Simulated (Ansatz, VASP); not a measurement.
# Two plane-wave programs on ZnO

File POSCAR:

```
ZnO
1.0
    3.1057925798      0.0000000000      0.0000000000
   -1.5528962899      2.6896952730      0.0000000000
    0.0000000000      0.0000000000      5.6283293093
Zn O
2 2
Direct
    0.3333333333      0.6666666667      0.0012360734
    0.6666666667      0.3333333333      0.5012360734
    0.3333333333      0.6666666667      0.3808639266
    0.6666666667      0.3333333333      0.8808639266
```

File INCAR.step1:

```
SYSTEM = ZnO
  PREC = Accurate
  ENCUT = 520
  ISMEAR = 0
  SIGMA = 0.05
  LREAL = .False.
  LASPH = .True.
  NELM = 60
  NBANDS = 26
  GGA = PE
  ALGO = Normal
  EDIFF = 1E-4
  LWAVE = .True.
  LCHARG = .False.
```

Contents of INCAR.step2:

```
SYSTEM = ZnO
  PREC = Accurate
  ENCUT = 520
  EDIFF = 1E-6
  ISMEAR = 0
  SIGMA = 0.05
  LREAL = .False.
  LASPH = .True.
  NELM = 60
  ALGO = Normal
  ISIF = 2
  LWAVE = .False.
  LCHARG = .False.
  METAGGA = R2SCAN
  LMIXTAU = .True.
  NBANDS = 26
  ISTART = 1
```

The input KPOINTS:

```
regular mesh
0
Gamma
  12 12 6
  0 0 0
```

Input for Ansatz:

```yaml
crystal:
  lattice:
    - [3.1057925798, 0.0, 0.0]
    - [-1.5528962899, 2.689695273, 0.0]
    - [0.0, 0.0, 5.6283293093]
  atoms:
    - { symbol: Zn, position: [0.3333333333, 0.6666666667, 0.0012360734] }
    - { symbol: Zn, position: [0.6666666667, 0.3333333333, 0.5012360734] }
    - { symbol: O, position: [0.3333333333, 0.6666666667, 0.3808639266] }
    - { symbol: O, position: [0.6666666667, 0.3333333333, 0.8808639266] }
basis:
  ecutwfc: 500
kpoints:
  mp_grid: { grid: [12, 12, 6] }
hamiltonian:
  xc: r2scan
scf:
  occupations: { method: gaussian, width: 0.05 }
output:
  forces: true
  stress: true
  eigenvalues: true
  write_density: true
  write_potential: true
  elf: true
  volumetric_format: npy
```

Change from the starting cell: strain -0.040 along x and y, +0.080 along z, atoms carried along.

Alike in both runs: task single point; functional r2SCAN; k mesh 12 × 12 × 6; occupations gaussian, width 0.05 eV; no spin polarisation.

|  | VASP | Ansatz |
| --- | --- | --- |
| version | VASP 6.6.1 | Ansatz 0.2.0 |
| potentials or method | VASP PAW PBE potentials, release 64 (Zn, O), cutoff 520 eV | scalar-relativistic, plane waves, PAW |
| valence electrons in the cell | 36 | 36 |

Ansatz gave:

- gap on the k mesh at the Fermi level (eV): 0.97
- least direct gap on the mesh (eV): 0.97
- pressure (GPa): 3.6
- traceless stress, the component that is largest in VASP (GPa): -16.41
- rms of the force components (eV/Å): 0.413

Problem. What did VASP give for the same quantities?

Solution. gap on the k mesh at the Fermi level (eV): 0.96; least direct gap on the mesh (eV): 0.96; pressure (GPa): 4.8; traceless stress, the component that is largest in VASP (GPa): -17.02; rms of the force components (eV/Å): 0.444.

VASP's potentials were made for PBE, not for r2SCAN. Atom by atom the forces differ by 0.031 eV/Å (rms over components). With one functional, cell and mesh, what is left measures potentials, basis and numerics.
